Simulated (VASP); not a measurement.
Cu, 6 atoms in the cell. The cell holds a slab with vacuum, 6 atoms: a = 2.694 Å, b = 2.694 Å, c = 24.569 Å, α = 90.00°, β = 90.00°, γ = 120.00°.  This cell differs from its parent crystal: strain +0.080 along x and y, +0.000 along z.

```yaml
Program: VASP 6.6.1
Task: single point
Functional: PBEsol
Potentials_or_basis: VASP PAW PBE potentials, release 64 (Cu)
Cutoff: 520 eV
k_mesh: 24 × 24 × 2
Occupations: gaussian, width 0.15 eV
Spin: no spin polarisation
Dipole_correction: no
Further_INCAR_settings: ALGO = Fast; EDIFF = 1e-06; NBANDS = 42
```

Potentials or basis: VASP PAW PBE potentials, release 64 (Cu).

Launch:

```bash
$ cat potpaw_PBE.64/Cu/POTCAR > POTCAR
$ mpirun -np 1 vasp_std > vasp.out
```

Hardware: 1 thread of Intel(R) Xeon(R) Platinum 8559C (Emerald Rapids), with other jobs on the host.

Problem. Estimate the wall time of this run.

Solution. Wall time 17 min on 1 thread of Intel(R) Xeon(R) Platinum 8559C (Emerald Rapids), with other jobs on the host, peak memory 0.64 GiB. Counts: scf iterations 23, k points 122.
